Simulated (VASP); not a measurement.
A run of VASP 6.6.1 is set up as follows.

Contents of INCAR:

```
ALGO = Normal
EDIFF = 1E-8
ENCUT = 520
ISIF = 2
ISMEAR = -1
LASPH = True
LCHARG = False
LEFG = True
LREAL = False
LWAVE = False
NBANDS = 18
NELM = 100
PREC = Accurate
SIGMA = 0.05
```

The input KPOINTS:

```
k-points
0
Gamma
  11 11 11
```

Contents of POSCAR:

```
PIr2
1.0
    0.0000000000      2.7766944197      2.7766944197
    2.7766944197      0.0000000000      2.7766944197
    2.7766944197      2.7766944197      0.0000000000
P Ir
1 2
Direct
    0.0000000000      0.0000000000      0.0000000000
    0.2500000000      0.2500000000      0.2500000000
    0.7500000000      0.7500000000      0.7500000000
```

Potentials or basis: VASP PAW LDA potentials, release 64 (P, Ir).

The run is started by

```bash
$ cat potpaw_LDA.64/P/POTCAR potpaw_LDA.64/Ir/POTCAR > POTCAR
$ mpirun -np 1 vasp_std > vasp.out
```

(1) Predict the pressure.

Results:

(1) -5.9 GPa.

Caveat: without QUAD_EFG the Cq values of the log hold for a quadrupole moment of 1 mb, not for the nuclei.
